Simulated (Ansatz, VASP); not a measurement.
Two plane-wave programs on Ga

```xyz
2
Lattice="1.3286 -3.7246 0.0000 1.3286 3.7246 0.0000 0.0000 0.0000 3.7759" Properties=species:S:1:pos:R:3 pbc="T T T"
Ga    1.3286   -2.7339    0.9440
Ga    1.3286    2.7339    2.8319
```

Alike in both runs: task single point; functional PBEsol; k mesh 20 × 20 × 16; occupations gaussian, width 0.15 eV; no spin polarisation.

|  | VASP | Ansatz |
| --- | --- | --- |
| version | VASP 6.6.1 | Ansatz 0.2.0 |
| potentials or method | VASP PAW PBE potentials, release 64 (Ga_d), cutoff 520 eV | scalar-relativistic, plane waves, PAW |
| valence electrons in the cell | 26 | 26 |

|  | VASP | Ansatz | Ansatz less VASP |
| --- | --- | --- | --- |
| gap on the k mesh at the Fermi level (eV) | none | none | - |
| pressure (GPa) | -1.2 | -1.3 | -0.13 |
| traceless stress, the component that is largest in VASP (GPa) | -1.65 | -1.65 | +0.007 |
| rms of the force components (eV/Å) | 0.015 | 0.014 | -0.0005 |

VASP's potentials were made for PBE, not for PBEsol. Atom by atom the forces differ by 0.001 eV/Å (rms over components). A gap of «none» marks a metal or a gap that the smearing closes.
